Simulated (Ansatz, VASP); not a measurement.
## ScAl3N4: VASP beside Ansatz

```
Sc Al N
1.0
     6.48315    0.00000    0.00000
     0.00000    5.60983    0.00000
     0.00000    0.00000    5.06467
Sc Al N
2 6 8
Direct
  0.00000 0.83661 0.99080
  0.50000 0.16339 0.49080
  0.00000 0.17879 0.50487
  0.50000 0.82121 0.00487
  0.25031 0.33779 0.00452
  0.75031 0.66221 0.50452
  0.24969 0.66221 0.50452
  0.74969 0.33779 0.00452
  0.00000 0.19565 0.88133
  0.00000 0.84138 0.41862
  0.23414 0.34399 0.38017
  0.76586 0.34399 0.38017
  0.50000 0.80435 0.38133
  0.50000 0.15862 0.91862
  0.73414 0.65601 0.88017
  0.26586 0.65601 0.88017
```

Alike in both runs: functional PBE; k mesh 4 × 4 × 6; no spin polarisation.

Ansatz relaxed the structure, and its values are those at the end. VASP's run is a single point on that final structure, the one shown.

```csv
,VASP,Ansatz
version,VASP 6.6.1,Ansatz 0.2.0
potentials or method,"VASP PAW PBE potentials, release 64 (Sc_sv, Al, N), cutoff 520 eV","scalar-relativistic, plane waves, PAW"
occupations,"gaussian, width 0.01 eV",fixed
valence electrons in the cell,80,80
```

VASP gave:

| Quantity | Value |
| --- | --- |
| gap on the k mesh at the Fermi level (eV) | 3.68 |
| least direct gap on the mesh (eV) | 3.68 |
| pressure (GPa) | 0.1 |
| rms of the force components (eV/Å) | 0.024 |

Problem. What did Ansatz give for the same quantities?

Solution. gap on the k mesh at the Fermi level (eV): 3.68; least direct gap on the mesh (eV): 3.68; pressure (GPa): 0.0; rms of the force components (eV/Å): 0.000.
